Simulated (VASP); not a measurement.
A run of VASP 6.6.1:

The input INCAR:

```
SYSTEM = C
ALGO = Normal ; EDIFF = 1E-6
ENCUT = 520 ; GGA = PS
ISIF = 2 ; ISMEAR = 0
IVDW = 12 ; LASPH = .TRUE.
LCHARG = .FALSE. ; LREAL = .FALSE.
LWAVE = .FALSE. ; NBANDS = 16
NELM = 60 ; PREC = Accurate
SIGMA = 0.15
```

Contents of KPOINTS:

```
k-points
0
G
  18 18 6
  0 0 0
```

File POSCAR:

```
C
1.0
    2.4580081303     -0.2765259146      0.0000000000
   -1.4684825321      2.2669604409      0.0000000000
    0.0000000000      0.0000000000      6.8103587252
C
4
Direct
    0.0000000000      0.0000000000      0.0025000000
    0.0000000000      0.0000000000      0.5025000000
    0.3333333333      0.6666666667      0.0025000000
    0.6666666667      0.3333333333      0.5025000000
```

Potentials or basis: VASP PAW PBE potentials, release 64 (C).

Command:

```sh
$ cat potpaw_PBE.64/C/POTCAR > POTCAR
$ mpirun -np 1 vasp_std > vasp.out
```

Hardware: 1 thread of Intel(R) Xeon(R) Platinum 8259CL CPU @ 2.50GHz (Skylake/Cascade Lake) (shared host).

Estimate the wall time of this run.

It took 5.4 min on 1 thread of Intel(R) Xeon(R) Platinum 8259CL CPU @ 2.50GHz (Skylake/Cascade Lake), with other jobs on the host, peak memory 0.37 GiB. Counts: scf iterations 14, k points 656.
